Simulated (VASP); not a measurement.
# HgTe: single point with PBE

The system is HgTe.

```xyz
2
Lattice="0.0000 3.2892 3.2892 3.2892 0.0000 3.2892 3.2892 3.2892 0.0000" Properties=species:S:1:pos:R:3 pbc="T T T"
Hg    0.0000    0.0000    0.0000
Te    1.6446    1.6446    1.6446
```

```yaml
Program: VASP 6.6.1
Task: single point
Functional: PBE
Potentials_or_basis: VASP PAW PBE potentials, release 64 (Hg, Te)
Cutoff: 500 eV
k_mesh: 4 × 4 × 4
Occupations: fermi-dirac, width 0.02 eV
Spin: no spin polarisation
```

- Pressure: 1.7 GPa
- Band gap on the k mesh: zero (filled and empty bands touch)

Levels at points of the mesh, in eV from the Fermi level:
| k point | band 6 | band 7 | band 8 | band 9 | band 10 | band 11 | band 12 | band 13 |
| --- | --- | --- | --- | --- | --- | --- | --- | --- |
| (0.00, 0.00, 0.00) | -6.63 | -0.88 | -0.01 | -0.01 | -0.01 | 4.29 | 4.29 | 4.29 |
| (0.50, 0.00, 0.00) | -6.36 | -5.18 | -0.90 | -0.90 | 0.68 | 5.05 | 5.05 | 6.82 |
| (0.00, 0.50, 0.00) | -6.36 | -5.18 | -0.90 | -0.90 | 0.68 | 5.05 | 5.05 | 6.82 |
| (0.00, 0.00, 0.50) | -6.36 | -5.18 | -0.90 | -0.90 | 0.68 | 5.05 | 5.05 | 6.82 |
| (0.50, 0.50, 0.50) | -6.36 | -5.18 | -0.90 | -0.90 | 0.68 | 5.05 | 5.05 | 6.82 |
| (0.50, 0.50, 0.00) | -6.23 | -5.18 | -2.07 | -2.07 | 1.89 | 2.60 | 8.03 | 8.62 |
| (0.00, 0.50, 0.50) | -6.23 | -5.18 | -2.07 | -2.07 | 1.89 | 2.60 | 8.03 | 8.62 |
| (0.50, 0.00, 0.50) | -6.23 | -5.18 | -2.07 | -2.07 | 1.89 | 2.60 | 8.03 | 8.62 |

Run time: 72 s on 1 thread of Intel Xeon 8259CL, with other jobs on the host, peak memory 0.22 GiB.

Caveat: the k points lie up to 0.41 Å⁻¹ apart; semilocal functionals underestimate gaps, so a narrow gap can read as zero; spin-orbit coupling is left out, which moves the levels of the heavy elements.
